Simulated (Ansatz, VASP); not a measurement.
LuH6N3: VASP beside Ansatz

```
Lu N H
1.0
    13.81000    0.00000    0.00000
     0.00000   14.55000    0.00000
     0.00000    0.00000    9.66000
Lu N H
1 3 6
Direct
  0.47486 0.50042 0.49445
  0.62819 0.50019 0.47581
  0.39862 0.62604 0.52120
  0.39868 0.37351 0.49532
  0.67416 0.55505 0.47790
  0.67165 0.44389 0.46584
  0.32585 0.63419 0.53454
  0.42666 0.69088 0.52346
  0.32586 0.36342 0.50449
  0.42791 0.30928 0.48834
```

Alike in both runs: task single point; functional PBE; k mesh 1 × 1 × 1; occupations gaussian, width 0.01 eV; no spin polarisation.

|  | VASP | Ansatz |
| --- | --- | --- |
| version | VASP 6.6.1 | Ansatz 0.2.0 |
| potentials or method | VASP PAW PBE potentials, release 64 (Lu, N, H), cutoff 520 eV | scalar-relativistic, plane waves, PAW |
| valence electrons in the cell | 46 | 46 |

VASP gave:

* gap on the k mesh at the Fermi level (eV): 3.03
* rms of the force components (eV/Å): 0.048

Problem. Estimate Ansatz's values.

Solution. gap on the k mesh at the Fermi level (eV): 3.04; rms of the force components (eV/Å): 0.069.

Neither program's run includes spin-orbit coupling.
